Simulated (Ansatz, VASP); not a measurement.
# Fe in VASP and in Ansatz

```
Fe
1.0
     0.00000    2.45270    2.45270
     2.45270    0.00000    2.45270
     2.45270    2.45270    0.00000
Fe
2
Direct
  0.12500 0.12500 0.12500
  0.87500 0.87500 0.87500
```

Alike in both runs: functional revPBE; k mesh 11 × 11 × 11; occupations fermi-dirac, width 0.1 eV; no spin polarisation.

Ansatz relaxed the structure, and its values are those at the end. VASP's run is a single point on that final structure, the one shown.

|  | VASP | Ansatz |
| --- | --- | --- |
| version | VASP 6.6.1 | Ansatz 0.2.0 |
| potentials or method | VASP PAW PBE potentials, release 64 (Fe), cutoff 600 eV | plane waves (420 eV) with PAW, scalar-relativistic |
| valence electrons in the cell | 16 | 32 |

```csv
,VASP,Ansatz,Ansatz less VASP
pressure (GPa),-1.4,0.0,+1.34
```

VASP's potentials were made for PBE, not for revPBE. VASP's potentials hold 16 valence electrons a cell and Ansatz's 32, so a difference there can come from the potentials and not from the codes.
